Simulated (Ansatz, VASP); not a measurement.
HfIn4SiO6: VASP beside Ansatz

```xyz
12
Lattice="5.2774 0.0000 0.0000 -2.6387 4.5704 0.0000 0.0000 0.0000 10.5590" Properties=species:S:1:pos:R:3 pbc="T T T"
Hf    2.6387    1.5234    0.0000
In    0.0000    0.0000    3.2148
In    0.0000    0.0000    7.3442
In    0.0000    3.0469    8.3331
In    0.0000    3.0469    2.2260
Si    0.0000    0.0000    0.0000
O     3.2747    3.2219    9.5002
O     1.4858    0.1234    1.0589
O     0.8498    1.2250    9.5002
O     2.0027    3.2219    1.0589
O     3.7916    0.1234    9.5002
O     4.4277    1.2250    1.0589
```

Alike in both runs: task electric field gradients; functional PBE; k mesh 6 × 6 × 3; occupations fermi-dirac, width 0.05 eV; no spin polarisation.

|  | VASP | Ansatz |
| --- | --- | --- |
| version | VASP 6.6.1 | Ansatz 0.2.0 |
| potentials or method | VASP PAW PBE potentials, release 64 (Hf_pv, In_d, Si, O) | Ansatz PAW |
| plane-wave cutoff (eV) | 520 | 420 |
| valence electrons in the cell | 102 | 118 |

|  | VASP | Ansatz | Ansatz less VASP |
| --- | --- | --- | --- |
| gap on the k mesh at the Fermi level (eV) | none | none | - |
| pressure (GPa) | -0.4 | 0.0 | +0.36 |
| traceless stress, the component that is largest in VASP (GPa) | 0.16 | 0.01 | -0.145 |
| rms of the force components (eV/Å) | 0.061 | 0.001 | -0.0598 |
| size of Vzz on the site where it differs most (V/Å²) | 161.6 | 187.3 | +25.76 |

Atom by atom the forces differ by 0.060 eV/Å (rms over components). A gap of «none» marks a metal or a gap that the smearing closes. VASP's potentials hold 102 valence electrons a cell and Ansatz's 118, so a difference there can come from the potentials and not from the codes.

Spin-orbit coupling is off throughout.
